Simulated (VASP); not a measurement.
## Hg: single point with LDA

Crystal: Hg.

```xyz
1
Lattice="1.7463 1.0082 2.1479 -1.7463 1.0082 2.1479 0.0000 -2.0165 2.1479" Properties=species:S:1:pos:R:3 pbc="T T T"
Hg   -1.7463    1.0082    2.1479
```

| Item | Value |
| --- | --- |
| Program | VASP 6.6.1 |
| Task | single point |
| Functional | LDA |
| Potentials or basis | VASP PAW LDA potentials, release 64 (Hg_sv_GW) |
| Cutoff | 550 eV |
| k mesh | 11 × 11 × 11 |
| Occupations | methfessel-paxton, width 0.01 eV |
| Spin | no spin polarisation |
| Dipole correction | no |
| Further INCAR settings | ALGO = Normal; EDIFF = 1e-06; NBANDS = 16 |

| Property | Result |
| --- | --- |
| Pressure | 0.2 GPa |
| Band gap on the k mesh | zero (bands 10 and 11 overlap by 2.74 eV) |

Stress tensor (GPa, compression positive):
```
0.05 0.00 0.00
0.00 0.05 0.00
0.00 0.00 0.55
```

Levels at points of the mesh, in eV from the Fermi level:
```tsv
k point	band 6	band 7	band 8	band 9	band 10	band 11	band 12	band 13	band 14	band 15
(0.00, 0.00, 0.00)	-7.87	-7.87	-6.19	-6.08	-6.08	11.69	12.34	12.34	17.20	18.54
```

Wall time 24 s on 1 thread of Intel(R) Xeon(R) Platinum 8175M CPU @ 2.50GHz (Skylake/Cascade Lake) (shared host), peak memory 0.19 GiB.

Caveat: spin-orbit coupling is left out, which moves the levels of the heavy elements.
